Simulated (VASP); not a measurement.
Write the native input for VASP 6.6.1 that does the following.

| Property | Result |
| --- | --- |
| Task | single point |
| Functional | PBE |
| Potentials or basis | VASP PAW PBE potentials, release 64 (Sr_sv, O) |
| Cutoff | 600 eV |
| k mesh | 6 × 6 × 6 |
| Occupations | gaussian, width 0.01 eV |
| Spin | no spin polarisation |
| Dipole correction | no |
| Further INCAR settings | ALGO = Normal; EDIFF = 1e-06; NBANDS = 15 |

The structure of SrO lies in POSCAR:

```
SrO
1.0
    0.0000000000      2.5974030230      2.5974030230
    2.5974030230      0.0000000000      2.5974030230
    2.5974030230      2.5974030230      0.0000000000
Sr O
1 1
Direct
    0.5000000000      0.5000000000      0.5000000000
    0.0000000000      0.0000000000      0.0000000000
```

These files were run (other wordings do the same):

INCAR

```
SYSTEM = SrO
PREC     = Accurate       ! precision mode
ENCUT    = 600            ! plane-wave cutoff, eV
EDIFF    = 1E-6           ! SCF threshold, eV
ISMEAR   = 0              ! smearing method
SIGMA    = 0.01           ! smearing width, eV
LREAL    = .False.        ! projectors in reciprocal space
LASPH    = .True.         ! aspherical terms in the spheres
NELM     = 120            ! most SCF steps
ALGO     = Normal         ! electronic algorithm
ISIF     = 2              ! what is computed and relaxed
LWAVE    = .False.        ! write WAVECAR
LCHARG   = .False.        ! write CHGCAR
GGA      = PE             ! functional
NBANDS   = 15             ! bands
GGA_COMPAT= .False.
```

KPOINTS

```
regular mesh
0
Gamma
  6 6 6
  0 0 0
```

Potentials or basis: VASP PAW PBE potentials, release 64 (Sr_sv, O).

The run is started by

```sh
$ cat potpaw_PBE.64/Sr_sv/POTCAR potpaw_PBE.64/O/POTCAR > POTCAR
$ mpirun -np 1 vasp_std > vasp.out
```

Results of the run:

- Pressure: 0.4 GPa
- Band gap on the k mesh: 3.28 eV (least direct gap 3.39 eV)

Wall time 11 s on 1 thread of Intel(R) Xeon(R) Platinum 8488C (Sapphire Rapids), with other jobs on the host, peak memory 0.17 GiB.
